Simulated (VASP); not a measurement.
Here is a VASP 6.6.1 calculation.

POSCAR

```
Sn
1.0
   -1.8723729403      1.9101986563      1.8912857983
    1.8723729403     -1.9101986563      1.8912857983
    1.8723729403      1.9101986563     -1.8912857983
Sn
1
Direct
    0.0000000000      0.0000000000      0.0000000000
```

The input INCAR.step1:

```
SYSTEM = Sn
ALGO     = Normal         ! electronic algorithm
EDIFF    = 1E-4           ! SCF threshold, eV
ENCUT    = 520            ! plane-wave cutoff, eV
GGA      = PE             ! functional
ISMEAR   = 0              ! smearing method
LASPH    = .True.         ! aspherical terms in the spheres
LCHARG   = .False.        ! write CHGCAR
LREAL    = .False.        ! projectors in reciprocal space
LWAVE    = .True.         ! write WAVECAR
NBANDS   = 13             ! bands
NELM     = 60             ! most SCF steps
PREC     = Accurate       ! precision mode
SIGMA    = 0.15           ! smearing width, eV
```

The input INCAR.step2:

```
SYSTEM = Sn
ALGO     = Normal         ! electronic algorithm
EDIFF    = 1E-6           ! SCF threshold, eV
ENCUT    = 520            ! plane-wave cutoff, eV
ISIF     = 2              ! what is computed and relaxed
ISMEAR   = 0              ! smearing method
ISTART   = 1            
LASPH    = .True.         ! aspherical terms in the spheres
LCHARG   = .False.        ! write CHGCAR
LMIXTAU  = .True.       
LREAL    = .False.        ! projectors in reciprocal space
LWAVE    = .False.        ! write WAVECAR
METAGGA  = R2SCAN         ! meta-GGA
NBANDS   = 13             ! bands
NELM     = 60             ! most SCF steps
PREC     = Accurate       ! precision mode
SIGMA    = 0.15           ! smearing width, eV
```

KPOINTS

```
k-points
0
Gamma
  22 22 22
  0 0 0
```

Potentials or basis: VASP PAW PBE potentials, release 64 (Sn_d).

Run with:

```console
$ cat potpaw_PBE.64/Sn_d/POTCAR > POTCAR
$ cp INCAR.step1 INCAR
$ mpirun -np 1 vasp_std > vasp.out
$ cp INCAR.step2 INCAR
$ mpirun -np 1 vasp_std > vasp.out
```

Task: Estimate the band gap on the k mesh.

Result: Zero (bands 7 and 8 overlap by 10.98 eV).

Task: Predict the pressure.

Result: -0.3 GPa.

Stress tensor (GPa, compression positive):
```
-0.37  0.00  0.00
 0.00 -0.21  0.00
 0.00  0.00 -0.26
```

Caveat: the cell differs from its parent crystal (strain -0.0100 x Voigt [1, -1, 0, 0, 0, 0]); the PAW data sets were made with another functional, which shifts forces and pressure a little; spin-orbit coupling is left out, which moves the levels of the heavy elements.
